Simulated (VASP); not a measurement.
Write the native input for VASP 6.6.1 that does the following.

| Property | Result |
| --- | --- |
| Task | relaxation of cell and atoms |
| Functional | LDA |
| Potentials or basis | VASP PAW LDA potentials, release 64 (K_sv) |
| Cutoff | 600 eV |
| k mesh | 7 × 7 × 7 |
| Occupations | gaussian, width 0.05 eV |
| Spin | no spin polarisation |
| Dipole correction | no |
| Further INCAR settings | ALGO = Normal; EDIFF = 1e-07; IBRION = 2; EDIFFG = -0.01; NSW = 80; ISIF = 3 |

The structure of K lies in POSCAR:

```
K
1.0
   -2.5219605086      2.5219605086      2.5219605086
    2.5219605086     -2.5219605086      2.5219605086
    2.5219605086      2.5219605086     -2.5219605086
K
1
Direct
    0.0000000000      0.0000000000      0.0000000000
```

One way to write it, as run:

INCAR

```
SYSTEM = K
PREC = Accurate
ENCUT = 600
EDIFF = 1E-7
ISMEAR = 0
SIGMA = 0.05
LREAL = .FALSE.
LASPH = .TRUE.
NELM = 60
ALGO = Normal
ISIF = 3
LWAVE = .FALSE.
LCHARG = .FALSE.
IBRION = 2
NSW = 80
EDIFFG = -0.01
```

KPOINTS

```
Automatic mesh
0
G
  7 7 7
  0 0 0
```

Potentials or basis: VASP PAW LDA potentials, release 64 (K_sv).

Launch:

```bash
$ cat potpaw_LDA.64/K_sv/POTCAR > POTCAR
$ mpirun -np 1 vasp_std > vasp.out
```

It gave:

```yaml
Pressure_after_relaxing: 0.0 GPa
Band_gap_on_the_k_mesh: zero (an odd number of electrons rules out a gap without spin polarisation)
```

It took 7.4 s on 1 thread of AMD EPYC 9R45 96-Core Processor (Zen 5), on a shared host, peak memory 0.13 GiB.
